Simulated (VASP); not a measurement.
A run of VASP 6.6.1:

INCAR

```
SYSTEM = Si8NO14
  PREC = Accurate
  ENCUT = 520
  EDIFF = 1E-6
  ISMEAR = -1
  SIGMA = 0.02
  LREAL = .False.
  LASPH = .True.
  NELM = 200
  ALGO = Normal
  ISIF = 2
  LWAVE = .False.
  LCHARG = .False.
  ISPIN = 2
  MAGMOM = 0 0 0 0 0 0 0 0 0 0 0 0.07 0 0 0 0 0.09 0 0 0.1 0 0 0.28
  LORBIT = 11
  GGA = PS
  NELECT = 119.0
  NBANDS = 82
  GGA_COMPAT = .False.
```

KPOINTS

```
Automatic mesh
0
Gamma
  2 2 2
  0 0 0
```

The input POSCAR:

```
Si8NO14
1.0
   -5.6578710000     -5.2657200000      0.0000000000
    4.5381290000     -5.2657200000      0.0000000000
    2.0996240000      2.2758520000      6.2331600000
Si O N
8 14 1
Direct
    0.6999851058      0.5583975309      0.1987948328
    0.9694562911      0.3466288624      0.5966859506
    0.9877856263      0.4015128678      0.0556120812
    0.2932552876      0.4589262601      0.4701432339
    0.2545068495      0.0956352168      0.2814541902
    0.4672998638      0.8378319691      0.6174728388
    0.4752962147      0.8281641807      0.0422503193
    0.7224124612      0.9764804589      0.4317883706
    0.7277953422      0.8151910161      0.2462489331
    0.8980079411      0.1201494936      0.5166873624
    0.7763899427      0.4737946079      0.0334379352
    0.1448441181      0.5435735258      0.2381857677
    0.0388498739      0.1771567460      0.1375886388
    0.7867504444      0.4719831621      0.4283410020
    0.1706174454      0.3898743598      0.5927239153
    0.9905686360      0.4072692268      0.8290085607
    0.3994598689      0.2668204064      0.4238792202
    0.4619261807      0.6078539977      0.6079964256
    0.4641042859      0.5983795301      0.0657420955
    0.2637322711      0.9227102518      0.4337114722
    0.6630639456      0.9052562435      0.6061597970
    0.4809118457      0.9231096904      0.8447009222
    0.4077904121     -0.0084257378      0.1825982327
```

Potentials or basis: VASP PAW PBE potentials, release 64 (Si, O, N).

Launch:

```sh
$ cat potpaw_PBE.64/Si/POTCAR potpaw_PBE.64/O/POTCAR potpaw_PBE.64/N/POTCAR > POTCAR
$ mpirun -np 1 vasp_std > vasp.out
```

Hardware: 1 thread of AMD EPYC 9R45 96-Core Processor (Zen 5), on a shared host.

**Question.** Estimate the wall time of this run.

**Answer.** It took 5.6 min on 1 thread of AMD EPYC 9R45 96-Core Processor (Zen 5), with other jobs on the host, peak memory 0.69 GiB. Counts: scf iterations 18, k points 8.
